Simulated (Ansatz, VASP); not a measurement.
One calculation of Be4Pd, two programs

```
CELL_PARAMETERS angstrom
3.73696 0.00000 0.00000
0.00000 3.73696 0.00000
0.00000 0.00000 3.73696
ATOMIC_POSITIONS crystal
Be 0.00000 0.50000 0.50000
Be 0.50000 0.00000 0.50000
Be 0.50000 0.50000 0.00000
Be 0.50000 0.50000 0.50000
Pd 0.00000 0.00000 0.00000
```

Alike in both runs: task relaxation of cell and atoms; functional PBE; k mesh 10 × 10 × 10; occupations gaussian, width 0.1 eV; no spin polarisation.

|  | VASP | Ansatz |
| --- | --- | --- |
| version | VASP 6.6.1 | Ansatz 0.2.0 |
| potentials or method | VASP PAW PBE potentials, release 64 (Be, Pd), cutoff 600 eV | scalar-relativistic, plane waves, PAW |
| valence electrons in the cell | 18 | 26 |

|  | VASP | Ansatz | Ansatz less VASP |
| --- | --- | --- | --- |
| gap on the k mesh at the Fermi level, each at its own relaxed structure (eV) | none | none | - |
| relaxed volume (Å³/atom) | 10.46 | 10.46 | -0.004 |
| relaxed length of the cell vector where the two differ most in proportion (Å) | 3.740 | 3.740 | -0.0004 |

A gap of «none» marks a metal or a gap that the smearing closes. VASP's potentials hold 18 valence electrons a cell and Ansatz's 26, so a difference there can come from the potentials and not from the codes.
